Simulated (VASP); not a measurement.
Write the native input for VASP 6.6.1 that does the following.

| Item | Value |
| --- | --- |
| Task | single point |
| Functional | PBE |
| Potentials or basis | VASP PAW PBE potentials, release 64 (Dy) |
| Cutoff | 520 eV |
| k mesh | 8 × 8 × 8 |
| Occupations | gaussian, width 0.05 eV |
| Spin | collinear spin, ferromagnetic start |
| Starting moments | [5.0] μB |
| Dipole correction | no |
| Further INCAR settings | ALGO = Normal; EDIFF = 1e-06; NBANDS = 20 |

The structure of Dy lies in POSCAR:

```
Dy
1.0
   -1.9898369857      1.9898369857      1.9898369857
    1.9898369857     -1.9898369857      1.9898369857
    1.9898369857      1.9898369857     -1.9898369857
Dy
1
Direct
    0.0000000000      0.0000000000      0.0000000000
```

One way to write it, as run:

INCAR

```
PREC = Accurate ; ENCUT = 520
EDIFF = 1E-6 ; ISMEAR = 0
SIGMA = 0.05 ; LREAL = F
LASPH = T ; NELM = 150
ALGO = Normal ; ISIF = 2
LWAVE = F ; LCHARG = F
ISPIN = 2 ; MAGMOM = 5
LORBIT = 11 ; LMAXMIX = 6
GGA = PE ; NBANDS = 20
```

KPOINTS

```
Automatic mesh
0
Gamma
  8 8 8
```

Potentials or basis: VASP PAW PBE potentials, release 64 (Dy).

Command:

```console
$ cat potpaw_PBE.64/Dy/POTCAR > POTCAR
$ mpirun -np 1 vasp_std > vasp.out
```

Results of the run:

The pressure is 2.1 GPa and the net moment is 4.39 μB per cell. The site moments are Dy +4.41 μB. The valence electrons inside the program's atomic spheres are Dy 17.80.

Caveat: the magnetic or orbital state may not be the lowest.

Run time: 110 s on 1 thread of AMD EPYC 7R13 Processor (Zen 3), with other jobs on the host, peak memory 0.17 GiB.
